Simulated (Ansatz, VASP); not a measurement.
## Au in VASP and in Ansatz

```
CELL_PARAMETERS angstrom
4.65198 0.00000 0.00000
-2.32599 4.02874 0.00000
0.00000 0.00000 2.78011
ATOMIC_POSITIONS crystal
Au 0.00000 0.00000 0.00000
Au 0.33333 0.66667 0.50000
Au 0.66667 0.33333 0.50000
```

Alike in both runs: task single point; functional PBEsol; k mesh 9 × 9 × 13; occupations fermi-dirac, width 0.1 eV; no spin polarisation.

```csv
,VASP,Ansatz
version,VASP 6.6.1,Ansatz 0.2.0
potentials or method,"VASP PAW PBE potentials, release 64 (Au), cutoff 520 eV","plane waves (420 eV) with PAW, scalar-relativistic"
valence electrons in the cell,33,57
```

Ansatz gave:

* pressure (GPa): 0.0
* traceless stress, the component that is largest in VASP (GPa): -0.52

**Question.** Which values does VASP return?

**Answer.** Pressure (GPa): -0.3; traceless stress, the component that is largest in VASP (GPa): -0.52.

VASP's potentials were made for PBE, not for PBEsol, and Ansatz warns of the same on its side. VASP's potentials hold 33 valence electrons a cell and Ansatz's 57, so a difference there can come from the potentials and not from the codes.

Neither program's run includes spin-orbit coupling.
